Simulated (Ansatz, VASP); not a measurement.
Hf: VASP beside Ansatz

```
Hf
1.0
     0.00000    2.24957    2.24957
     2.24957    0.00000    2.24957
     2.24957    2.24957    0.00000
Hf
1
Cartesian
  0.0000 0.0000 0.0000
```

Alike in both runs: task relaxation of cell and atoms; functional PBE; k mesh 7 × 7 × 7; no spin polarisation.

|  | VASP | Ansatz |
| --- | --- | --- |
| version | VASP 6.6.1 | Ansatz 0.2.0 |
| potentials or method | VASP PAW PBE potentials, release 64 (Hf_pv), cutoff 500 eV | PAW plane waves |
| occupations | fermi-dirac, width 0.1 eV | fermi-dirac |
| valence electrons in the cell | 10 | 26 |

```csv
,VASP,Ansatz,Ansatz less VASP
"gap on the k mesh at the Fermi level, each at its own relaxed structure (eV)",none,none,-
relaxed volume (Å³/atom),22.51,22.60,+0.096
relaxed cell length with the largest relative difference (Å),3.169,3.174,+0.0045
```

A gap of «none» marks a metal or a gap that the smearing closes. VASP's potentials hold 10 valence electrons a cell and Ansatz's 26, so a difference there can come from the potentials and not from the codes.

Neither program's run includes spin-orbit coupling.
